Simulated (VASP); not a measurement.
Here is a VASP 6.6.1 calculation.

POSCAR

```
BaF2
1.0
    0.0000000000      3.1128654085      3.1128654085
    3.1128654085      0.0000000000      3.1128654085
    3.1128654085      3.1128654085      0.0000000000
Ba F
1 2
Direct
    0.0000000000      0.0000000000      0.0000000000
    0.2500000000      0.2500000000      0.2500000000
    0.7500000000      0.7500000000      0.7500000000
```

INCAR.step1

```
SYSTEM = BaF2
PREC = Accurate
ENCUT = 580
ISMEAR = -1
SIGMA = 0.02
LREAL = .FALSE.
LASPH = .TRUE.
NELM = 120
NBANDS = 19
GGA = PE
ALGO = Normal
EDIFF = 1E-5
LWAVE = .TRUE.
LCHARG = .FALSE.
GGA_COMPAT = .FALSE.
```

The input INCAR.step2:

```
SYSTEM = BaF2
PREC = Accurate
ENCUT = 580
EDIFF = 1E-8
ISMEAR = -1
SIGMA = 0.02
LREAL = .FALSE.
LASPH = .TRUE.
NELM = 120
ALGO = Normal
ISIF = 2
LWAVE = .FALSE.
LCHARG = .FALSE.
METAGGA = R2SCAN
LMIXTAU = .TRUE.
LEFG = .TRUE.
NBANDS = 19
ISTART = 1
GGA_COMPAT = .FALSE.
```

The input KPOINTS:

```
regular mesh
0
G
  8 8 8
  0 0 0
```

Potentials or basis: VASP PAW PBE potentials, release 64 (Ba_sv, F).

Command:

```bash
$ cat potpaw_PBE.64/Ba_sv/POTCAR potpaw_PBE.64/F/POTCAR > POTCAR
$ cp INCAR.step1 INCAR
$ mpirun -np 1 vasp_std > vasp.out
$ cp INCAR.step2 INCAR
$ mpirun -np 1 vasp_std > vasp.out
```

(1) Estimate the band gap on the k mesh.

(2) Estimate the pressure.

## Answers

(1) 7.28 eV (least direct gap 7.35 eV).

(2) 0.0 GPa.

Caveat: the PAW data sets were made with another functional, which shifts forces and pressure a little; spin-orbit coupling is left out, which moves the levels of the heavy elements.
